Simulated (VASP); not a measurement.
Crystal: NdTl2P3.

```xyz
6
Lattice="4.1394 0.0000 0.0000 -2.0697 3.5849 0.0000 0.0000 0.0000 10.0385" Properties=species:S:1:pos:R:3 pbc="T T T"
Nd    0.0000    0.0000    5.0193
Tl    0.0000    0.0000    8.6876
Tl    0.0000    0.0000    1.3509
P     2.0697    0.0000    0.0000
P    -1.0349    1.7924    0.0000
P     1.0349    1.7924    0.0000
```

The cell was generated, and may not be a known phase.

| Item | Value |
| --- | --- |
| Program | VASP 6.6.1 |
| Task | relaxation of cell and atoms |
| Functional | PBE |
| Potentials or basis | VASP PAW PBE potentials, release 64 (Nd_3, Tl_d, P), 4f in core |
| Cutoff | 500 eV |
| k mesh | 5 × 5 × 2 |
| Occupations | gaussian, width 0.2 eV |
| Spin | no spin polarisation |

At the start: pressure 44.4 GPa; volume 24.83 Å³/atom.

**Question.** Where does the relaxation end?

**Answer.** Over 13 steps the energy falls by 1778.9 meV/atom and the volume is 34.04 Å³/atom (+37.1 %); space group P6/mmm (No. 191, to 0.1 Å) before and after.

The path:
| step | energy change (eV) | largest force (eV/Å) | pressure (GPa) | volume (Å³) |
| --- | --- | --- | --- | --- |
| 1 | 0.0000 | 12.3834 | 44.42 | 148.97 |
| 2 | -6.3784 | 0.6362 | -5.23 | 350.65 |
| 3 | -10.1247 | 0.9503 | -1.78 | 231.37 |
| 4 | -10.1369 | 1.0454 | -1.45 | 228.80 |
| 5 | -10.1411 | 1.1932 | -0.91 | 225.05 |
| 6 | -10.2904 | 1.0851 | -0.53 | 219.43 |
| 7 | -10.5382 | 0.7493 | 1.15 | 203.09 |
| 8 | -10.5434 | 0.6272 | 1.74 | 199.00 |
| 9 | -10.6325 | 0.2621 | 0.89 | 200.84 |
| 10 | -10.6627 | 0.1097 | 0.15 | 202.87 |
| 11 | -10.6628 | 0.0887 | 0.19 | 202.75 |
| 12 | -10.6695 | 0.0599 | 0.06 | 203.34 |
| 13 | -10.6735 | 0.0089 | -0.13 | 204.27 |

Final structure:
```xyz
6
Lattice="4.6795 0.0000 0.0000 -2.3398 4.0526 0.0000 0.0000 0.0000 10.7712" Properties=species:S:1:pos:R:3 pbc="T T T"
Nd    0.0000    0.0000    5.3856
Tl    0.0000    0.0000    8.6280
Tl    0.0000    0.0000    2.1432
P     2.3398    0.0000    0.0000
P    -1.1699    2.0263    0.0000
P     1.1699    2.0263    0.0000
```

Caveat: the volume moved by over 15 % at a fixed basis, so the end points are rough.
